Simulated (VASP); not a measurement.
The system is SnO.

```
Sn O
1.0
     0.00000    2.84363    2.40526
     2.84363    0.00000    2.40526
     2.84363    2.84363    0.00000
Sn O
1 1
Direct
  0.00000 0.00000 0.00000
  0.25000 0.25000 0.25000
```

This cell differs from its parent crystal: epitaxial xy strain +5.0%.

Base run:

```yaml
Program: VASP 6.6.1
Functional: r2SCAN
Potentials_or_basis: VASP PAW PBE potentials, release 64 (Sn_d, O)
Cutoff: 520 eV
k_mesh: 8 × 8 × 8
Occupations: fermi-dirac, width 0.02 eV
Spin: no spin polarisation
```

Its results: band gap on the k mesh zero (bands 10 and 11 overlap by 0.63 eV); pressure 0.4 GPa.

Question: The run is repeated on the same cell with these changes: functional from r2SCAN to PBE; further incar settings from ALGO = Normal; EDIFF = 1e-07; NBANDS = 17 to ALGO = Normal; EDIFF = 1e-06; NBANDS = 17. What comes out?

Answer: Band gap on the k mesh zero (bands 10 and 11 overlap by 0.66 eV); pressure 2.7 GPa.

Caveats: the structure was generated, so it needn't be the stable form of SnO; semilocal functionals underestimate gaps, and a narrow one can read as zero; spin-orbit coupling is left out, which moves the levels of the heavy elements; the PAW data sets were made with another functional, which shifts forces and pressure a little (at least some runs).
